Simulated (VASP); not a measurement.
# B (P6_3/mmc) in VASP: notebook

Runs on B. Level: r2SCAN. Tasks: single point.

Program: VASP 6.6.1. These are calculated values, not measurements. Logs are shortened: lines on timing, memory, paths and dates and some standing lists are left out, and cuts for length are marked.

## (1) The cell of the first run

It takes space group P6_3/mmc (No. 194, hexagonal). The conventional cell has a = 1.730 Å, b = 1.730 Å, c = 15.738 Å, α = 90.00°, β = 90.00°, γ = 120.00°. B (site symmetry -3m) has 6 B at 1.73 Å within 2.3 Å. B (site symmetry -6m2) has 6 B at 1.73 Å within 2.3 Å.

## (2) Single point, r2SCAN (volume scaled by 1.04)

POSCAR

```
B
1.0
    1.7303855604      0.0000000000      0.0000000000
   -0.8651927802      1.4985578537      0.0000000000
    0.0000000000      0.0000000000     15.7379746631
B
4
Direct
    0.0000000000      0.0000000000      0.0000000000
    0.0000000000      0.0000000000      0.5000000000
    0.3333333333      0.6666666667      0.2500000000
    0.6666666667      0.3333333333      0.7500000000
```

INCAR.step1

```
SYSTEM = B
PREC = Accurate
ENCUT = 520
ISMEAR = -1
SIGMA = 0.1
LREAL = .False.
LASPH = .True.
NELM = 80
NBANDS = 14
GGA = PE
ALGO = Normal
EDIFF = 1E-4
LWAVE = .True.
LCHARG = .False.
```

INCAR.step2

```
SYSTEM = B
PREC = Accurate
ENCUT = 520
EDIFF = 1E-6
ISMEAR = -1
SIGMA = 0.1
LREAL = .False.
LASPH = .True.
NELM = 80
ALGO = Normal
ISIF = 2
LWAVE = .False.
LCHARG = .False.
METAGGA = R2SCAN
LMIXTAU = .True.
NBANDS = 14
ISTART = 1
```

KPOINTS

```
regular mesh
0
Gamma
  23 23 3
  0 0 0
```

Potentials or basis: VASP PAW PBE potentials, release 64 (B).

On the command line:

```bash
$ cat potpaw_PBE.64/B/POTCAR > POTCAR
$ cp INCAR.step1 INCAR
$ mpirun -np 1 vasp_std > vasp.out
$ cp INCAR.step2 INCAR
$ mpirun -np 1 vasp_std > vasp.out
```

OUTCAR:

```text
SYSTEM = B
   PREC = Accurate
   ENCUT = 520
   EDIFF = 1E-6
   ISMEAR = -1
   LREAL = .False.
   LASPH = .True.
   NELM = 80
   ISIF = 2
   METAGGA = R2SCAN
   ISTART = 1

 ion  position               nearest neighbor table
   1  0.000  0.000  0.000-
   2  0.000  0.000  0.500-
   3  0.333  0.667  0.250-
   4  0.667  0.333  0.750-

  LATTYP: Found a hexagonal cell.
 ALAT       =     1.7303855604
 C/A-ratio  =     9.0950681878

  Lattice vectors:

 A1 = (   1.7303855604,   0.0000000000,   0.0000000000)
 A2 = (  -0.8651927802,   1.4985578537,   0.0000000000)
 A3 = (   0.0000000000,   0.0000000000,  15.7379746631)

Analysis of symmetry for initial positions (statically):
=====================================================================
 Subroutine PRICEL returns:
 Original cell was already a primitive cell.

 Routine SETGRP: Setting up the symmetry group for a
 hexagonal supercell.

 Subroutine GETGRP returns: Found 24 space group operations
 (whereof 12 operations were pure point group operations)
 out of a pool of 24 trial point group operations.

The static configuration has the point symmetry D_3d.
 The point group associated with its full space group is D_6h.

Analysis of symmetry for dynamics (positions and initial velocities):
=====================================================================
 Subroutine PRICEL returns:
 Original cell was already a primitive cell.

 Routine SETGRP: Setting up the symmetry group for a
 hexagonal supercell.

 Subroutine GETGRP returns: Found 24 space group operations
 (whereof 12 operations were pure point group operations)
 out of a pool of 24 trial point group operations.

The dynamic configuration has the point symmetry D_3d.
 The point group associated with its full space group is D_6h.

 Subroutine INISYM returns: Found 24 space group operations
 (whereof 12 operations are pure point group operations),
 and found     1 'primitive' translations

----------------------------------------------------------------------------------------

                                     Primitive cell

  volume of cell :      40.8099

  direct lattice vectors                    reciprocal lattice vectors
     1.730385560  0.000000000  0.000000000     0.577905886  0.333654119  0.000000000
    -0.865192780  1.498557854  0.000000000     0.000000000  0.667308237  0.000000000
     0.000000000  0.000000000 15.737974663     0.000000000  0.000000000  0.063540578

  length of vectors
     1.730385560  1.730385560 15.737974663     0.667308237  0.667308237  0.063540578

  position of ions in fractional coordinates (direct lattice)
     0.000000000  0.000000000  0.000000000
     0.000000000  0.000000000  0.500000000
     0.333333333  0.666666667  0.250000000
     0.666666667  0.333333333  0.750000000

  ion indices of the primitive-cell ions
   primitive index   ion index
                 1           1
                 2           2
                 3           3
                 4           4

----------------------------------------------------------------------------------------

 KPOINTS: regular mesh

Automatic generation of k-mesh.
 Grid dimensions read from file:
 generate k-points for:   23   23    3

 Generating k-lattice:

  Cartesian coordinates                     Fractional coordinates (reciprocal lattice)
     0.025126343  0.014506701  0.000000000     0.043478261  0.000000000  0.000000000
     0.000000000  0.029013402  0.000000000     0.000000000  0.043478261  0.000000000
     0.000000000  0.000000000  0.021180193     0.000000000  0.000000000  0.333333333

  Length of vectors
     0.029013402  0.029013402  0.021180193

  Shift w.r.t. Gamma in fractional coordinates (k-lattice)
     0.000000000  0.000000000  0.000000000

 Subroutine IBZKPT returns following result:
 ===========================================

 Found    112 irreducible k-points:

 Following reciprocal coordinates:
            Coordinates               Weight
  0.000000  0.000000  0.000000      1.000000
  0.043478  0.000000  0.000000      6.000000
  0.086957 -0.000000  0.000000      6.000000
  0.130435  0.000000  0.000000      6.000000
  0.173913  0.000000  0.000000      6.000000
  0.217391  0.000000  0.000000      6.000000
[... 16 lines left out ...]
  0.478261  0.043478  0.000000      6.000000
  0.086957  0.086957  0.000000      6.000000
 [... further k-points ...]
   k-points           NKPTS =    112   k-points in BZ     NKDIM =    112   number of bands    NBANDS=     14
   number of dos      NEDOS =    301   number of ions     NIONS =      4
   total plane-waves  NPLWV =  23520
   dimension x,y,z NGX =    14 NGY =   14 NGZ =  120
   dimension x,y,z NGXF=    28 NGYF=   28 NGZF=  240
   ions per type =               4
   NGX,Y,Z   is equivalent  to a cutoff of  13.45, 13.45, 12.68 a.u.
   NGXF,Y,Z  is equivalent  to a cutoff of  26.90, 26.90, 25.35 a.u.
 SYSTEM =  B
   PREC   = accura    normal or accurate (medium, high low for compatibility)
   ISTART =      1    job   : 0-new  1-cont  2-samecut
   ICHARG =      0    charge: 1-file 2-atom 10-const
   ISPIN  =      1    spin polarized calculation?
   LNONCOLLINEAR =      F non collinear calculations
   LSORBIT =      F    spin-orbit coupling
   LASPH  =      T    aspherical Exc in radial PAW
   ENCUT  =  520.0 eV  38.22 Ry    6.18 a.u.   3.22  3.22 29.26*2*pi/ulx,y,z
   NELM   =     80;   NELMIN=  2; NELMDL=  0     # of ELM steps
   EDIFF  = 0.1E-05   stopping-criterion for ELM
   LREAL  =      F    real-space projection
   EDIFFG = 0.1E-04   stopping-criterion for IOM
   NSW    =      0    number of steps for IOM
   IBRION =     -1    ionic relax: 0-MD 1-quasi-New 2-CG
   NFREE  =      0    steps in history (QN), initial steepest desc. (CG)
   ISIF   =      2    stress and relaxation
   ISYM   =      2    0-nonsym 1-usesym 2-fastsym
   POTIM  = 0.5000    time-step for ionic-motion
   TEBEG  =    0.0;   TEEND  =   0.0 temperature during run
   PSTRESS=    0.0 pullay stress
   NELECT =      12.0000    total number of electrons
   NUPDOWN=      -1.0000    fix difference up-down
   EMIN   =  10.00;   EMAX   =-10.00  energy-range for DOS
   EFERMI =   0.00;   METHOD = LEGACY
   ISMEAR =    -1;   SIGMA  =   0.10  broadening in eV -4-tet -1-fermi 0-gaus
   EFERMI_NEDOS =   21; number of points for ismear=-14 and -15
   IALGO  =     38    algorithm
   IMIX   =      4    mixing-type and parameters
     AMIX     =   0.40;   BMIX     =  1.00
     AMIX_MAG =   1.60;   BMIX_MAG =  1.00
  volume/ion in A,a.u.               =      10.20        68.85
  Fermi-wavevector in a.u.,A,eV,Ry     =   1.088630  2.057212 16.124462  1.185115
  Thomas-Fermi vector in A             =   2.224815
   LORBIT       =      0    0 simple, 1 ext, 2 COOP (PROOUT), +10 PAW based schemes
   METAGGA = R2SCAN    functional components
   LHFCALC =     F    Hartree Fock is set to
   AEXX    =    0.0000 exact exchange contribution
   IVDW    =     0    specifies the selected vdW correction
   LEPSILON=     F    determine dielectric tensor
   LRPA    =     F    only Hartree local field effects (RPA)
 non-spin polarized calculation
  energy-cutoff  :      520.00
  volume of cell :       40.81
 maximum number of plane-waves:      1133
 NGX is ok and might be reduce to    14
   NGX =  7   NGY =  7   NGZ = 59

 number of electron      12.0000000 magnetization

 Free energy of the ion-electron system (eV)
  ---------------------------------------------------
  ext. energy  EPLUGINS =         0.00000000
  ---------------------------------------------------
  free energy    TOTEN  =       -26.36915026 eV

  energy without entropy =      -26.34220907  energy(sigma->0) =      -26.35567966

 E-fermi :   4.5747     XC(G=0): -10.1739

 val. band max:        4.5446099020   @ k =   0.3478   0.0000   0.0000
 cond. band min:       4.6419678263   @ k =   0.3043   0.0870   0.3333
 fundamental gap:      0.0973579243
 Fermi energy:         4.5746558027

 k-point     1 :       0.0000    0.0000    0.0000
  band No.  band energies     occupation
      1     -13.5517      2.00000
      2     -13.4672      2.00000
      3     -13.4671      2.00000
      4     -13.3784      2.00000
      5      -4.0992      2.00000
      6      -3.5102      2.00000
      7      -3.5101      2.00000
      8      -2.8117      2.00000
      9       6.7838      0.00000
     10       8.9060      0.00000
     11       8.9060      0.00000
     12      12.5126      0.00000
     13      16.3585      0.00000
     14      21.5888      0.00000

 k-point     2 :       0.0435    0.0000    0.0000
  band No.  band energies     occupation
      1     -13.4595      2.00000
      2     -13.3756      2.00000
      3     -13.3756      2.00000
      4     -13.2876      2.00000
      5      -3.9699      2.00000
      6      -3.3814      2.00000
      7      -3.3814      2.00000
      8      -2.6833      2.00000
      9       6.8964      0.00000
     10       9.0192      0.00000
     11       9.0192      0.00000
     12      12.6358      0.00000
     13      16.4333      0.00000
     14      21.6608      0.00000

 k-point     3 :       0.0870   -0.0000    0.0000
  band No.  band energies     occupation
      1     -13.1835      2.00000
      2     -13.1016      2.00000
      3     -13.1015      2.00000
      4     -13.0157      2.00000
      5      -3.5821      2.00000
      6      -2.9954      2.00000
      7      -2.9954      2.00000
      8      -2.2983      2.00000
      9       7.2334      0.00000
     10       9.3572      0.00000
     11       9.3572      0.00000
     12      13.0047      0.00000
     13      16.6458      0.00000
     14      21.8498      0.00000
[... 324 lines left out ...]
 k-point    23 :       0.4783    0.0435    0.0000
  band No.  band energies     occupation
      1      -4.5379      2.00000
      2      -4.5286      2.00000
      3      -4.5286      2.00000
      4      -4.5193      2.00000
      5       5.3300      0.00105
      6       5.3858      0.00060
      7       5.3872      0.00059
      8       5.4457      0.00033
      9      10.3750      0.00000
     10      10.5443      0.00000
     11      10.5574      0.00000
     12      10.7290      0.00000
     13      16.9092      0.00000
     14      17.3496      0.00000

 k-point    24 :       0.0870    0.0870    0.0000
  band No.  band energies     occupation
      1     -12.4504      2.00000
      2     -12.3735      2.00000
      3     -12.3735      2.00000
      4     -12.2932      2.00000
      5      -2.5503      2.00000
      6      -1.9687      2.00000
      7      -1.9687      2.00000
      8      -1.2747      2.00000
      9       8.1238      0.00000
     10      10.2462      0.00000
     11      10.2462      0.00000
     12      13.9828      0.00000
     13      17.1246      0.00000
     14      22.1211      0.00000

 [... further k-points ...]
[... 5 lines left out ...]
  --------------------------------------------------------------------------------------
  -------------------------------------------------------------------------------------
  Total       -2.7727661     -2.7727661     -0.4015926      0.0000000     -0.0000000      0.0000000
  in kB     -108.8575555   -108.8575555    -15.7663465      0.0000000     -0.0000000      0.0000000
  external PRESSURE =     -77.8271525 kB  Pullay stress =       0.0000000 kB

 VOLUME and BASIS-vectors are now :
 -----------------------------------------------------------------------------
  energy-cutoff  :      520.00
  volume of cell :       40.81
      direct lattice vectors                 reciprocal lattice vectors
     1.730385560  0.000000000  0.000000000     0.577905886  0.333654119  0.000000000
    -0.865192780  1.498557854  0.000000000     0.000000000  0.667308237  0.000000000
     0.000000000  0.000000000 15.737974663     0.000000000  0.000000000  0.063540578

 POSITION                                       TOTAL-FORCE (eV/Angst)
 -----------------------------------------------------------------------------------
      0.00000      0.00000      0.00000         0.000000     -0.000000      0.000000
      0.00000      0.00000      7.86899         0.000000     -0.000000      0.000000
     -0.00000      0.99904      3.93449         0.000000      0.000000      0.000000
      0.86519      0.49952     11.80348        -0.000000     -0.000000     -0.000000
 -----------------------------------------------------------------------------------
    total drift:                                0.000000     -0.000000      0.000000

  FREE ENERGIE OF THE ION-ELECTRON SYSTEM (eV)
  ---------------------------------------------------
  free  energy   TOTEN  =       -26.3691502566 eV

  energy  without entropy=      -26.3422090719  energy(sigma->0) =      -26.35567966
```

It took 86 s on 1 thread of Intel Xeon 6975P-C (Granite Rapids), shared host; peak memory 0.18 GiB.

What came out:

* Free energy: -26.3692 eV
* Pressure: -7.8 GPa
* Band gap on the k mesh: zero (band 6 reaches 7.92 eV, above the bottom of band 7 at -3.51 eV)

Levels at points of the mesh, in eV from the Fermi level:
```
           k point  band 3  band 4  band 5  band 6  band 7  band 8  band 9  band 10  band 11  band 12
(0.00, 0.00, 0.00)  -18.04  -17.95   -8.67   -8.08   -8.08   -7.39    2.21     4.33     4.33     7.94
```

Caveat: the PAW data sets were made with another functional, which shifts forces and pressure a little.

## (3) Single point, r2SCAN (volume scaled by 1.08)

POSCAR

```
B
1.0
    1.7522915006      0.0000000000      0.0000000000
   -0.8761457503      1.5175289544      0.0000000000
    0.0000000000      0.0000000000     15.9372106829
B
4
Direct
    0.0000000000      0.0000000000      0.0000000000
    0.0000000000      0.0000000000      0.5000000000
    0.3333333333      0.6666666667      0.2500000000
    0.6666666667      0.3333333333      0.7500000000
```

INCAR.step1

```
SYSTEM = B
  PREC = Accurate
  ENCUT = 520
  ISMEAR = -1
  SIGMA = 0.1
  LREAL = .FALSE.
  LASPH = .TRUE.
  NELM = 80
  NBANDS = 14
  GGA = PE
  ALGO = Normal
  EDIFF = 1E-4
  LWAVE = .TRUE.
  LCHARG = .FALSE.
```

INCAR.step2

```
SYSTEM = B
  PREC = Accurate
  ENCUT = 520
  EDIFF = 1E-6
  ISMEAR = -1
  SIGMA = 0.1
  LREAL = .FALSE.
  LASPH = .TRUE.
  NELM = 80
  ALGO = Normal
  ISIF = 2
  LWAVE = .FALSE.
  LCHARG = .TRUE.
  METAGGA = R2SCAN
  LMIXTAU = .TRUE.
  LELF = .TRUE.
  LVHAR = .TRUE.
  NBANDS = 14
  ISTART = 1
```

KPOINTS

```
Automatic mesh
0
G
  23 23 3
  0 0 0
```

Potentials or basis: VASP PAW PBE potentials, release 64 (B).

On the command line:

```bash
$ cat potpaw_PBE.64/B/POTCAR > POTCAR
$ cp INCAR.step1 INCAR
$ mpirun -np 1 vasp_std > vasp.out
$ cp INCAR.step2 INCAR
$ mpirun -np 1 vasp_std > vasp.out
```

Run time: 1.8 min. Hardware: 1 thread of Intel Xeon 6975P-C (Granite Rapids), shared host; peak memory 0.19 GiB.

It converged, with:

| Item | Value |
| --- | --- |
| Free energy | -26.2675 eV |
| Pressure | -13.0 GPa |
| Band gap on the k mesh | zero (band 6 reaches 7.56 eV, above the bottom of band 7 at -3.53 eV) |

Stress tensor (GPa, compression positive):
```
-18.69   0.00   0.00
  0.00 -18.69   0.00
  0.00   0.00  -1.57
```

Levels at points of the mesh, in eV from the Fermi level:
```tsv
k point	band 4	band 5	band 6	band 7	band 8	band 9	band 10	band 11
(0.00, 0.00, 0.00)	-17.66	-8.38	-7.81	-7.81	-7.15	2.29	4.35	4.35
```

Caveat: the PAW data sets were made with another functional, which shifts forces and pressure a little.

## (4) Single point, r2SCAN (volume scaled by 1.12)

POSCAR

```
B
1.0
    1.7736630154      0.0000000000      0.0000000000
   -0.8868315077      1.5360372291      0.0000000000
    0.0000000000      0.0000000000     16.1315860674
B
4
Direct
    0.0000000000      0.0000000000      0.0000000000
    0.0000000000      0.0000000000      0.5000000000
    0.3333333333      0.6666666667      0.2500000000
    0.6666666667      0.3333333333      0.7500000000
```

INCAR.step1

```
SYSTEM = B
ALGO = Normal
EDIFF = 1E-4
ENCUT = 520
GGA = PE
ISMEAR = -1
LASPH = .True.
LCHARG = .False.
LREAL = .False.
LWAVE = .True.
NBANDS = 14
NELM = 100
PREC = Accurate
SIGMA = 0.1
```

INCAR.step2

```
SYSTEM = B
ALGO = Normal
EDIFF = 1E-6
ENCUT = 520
ISIF = 2
ISMEAR = -1
ISTART = 1
LASPH = .True.
LCHARG = .True.
LELF = .True.
LMIXTAU = .True.
LREAL = .False.
LVHAR = .True.
LWAVE = .False.
METAGGA = R2SCAN
NBANDS = 14
NELM = 100
PREC = Accurate
SIGMA = 0.1
```

KPOINTS

```
k-points
0
Gamma
  23 23 3
  0 0 0
```

On the command line:

```bash
$ cat potpaw_PBE.64/B/POTCAR > POTCAR
$ cp INCAR.step1 INCAR
$ mpirun -np 1 vasp_std > vasp.out
$ cp INCAR.step2 INCAR
$ mpirun -np 1 vasp_std > vasp.out
```

Run time: 1.8 min. Hardware: 1 thread of Intel Xeon 6975P-C (Granite Rapids), shared host; peak memory 0.19 GiB.

Results (log left out):

```yaml
Free_energy: -26.1202 eV
Pressure: -17.1 GPa
Band_gap_on_the_k_mesh: zero (band 6 reaches 7.21 eV, above the bottom of band 7 at -3.55 eV)
```

Stress tensor (GPa, compression positive):
```
-24.89   0.00   0.00
  0.00 -24.89   0.00
  0.00   0.00  -1.54
```

Levels at points of the mesh, in eV from the Fermi level:
| k point | band 3 | band 4 | band 5 | band 6 | band 7 | band 8 | band 9 | band 10 | band 11 | band 12 |
| --- | --- | --- | --- | --- | --- | --- | --- | --- | --- | --- |
| (0.00, 0.00, 0.00) | -17.43 | -17.35 | -8.08 | -7.54 | -7.54 | -6.90 | 2.38 | 4.38 | 4.38 | 7.78 |

Caveat: the PAW data sets were made with another functional, which shifts forces and pressure a little.

## (5) Overview

| cell | gap on the mesh (eV) | pressure (GPa) |
| --- | --- | --- |
| a = 1.730, b = 1.730, c = 15.738 Å, angles 90.0, 90.0, 120.0°, 4 atoms | none | -7.8 |
| a = 1.752, b = 1.752, c = 15.937 Å, angles 90.0, 90.0, 120.0°, 4 atoms | none | -13.0 |
| a = 1.774, b = 1.774, c = 16.132 Å, angles 90.0, 90.0, 120.0°, 4 atoms | none | -17.1 |

Alike in all rows: task single point; level r2SCAN; potentials or basis VASP PAW PBE potentials, release 64 (B); no spin polarisation; k mesh 23 × 23 × 3; cutoff (eV) 520; smearing fermi-dirac 0.1 eV.

Caveats: the PAW data sets were made with another functional, which shifts forces and pressure a little.

Absolute energies hang on the potentials; compare differences alone.
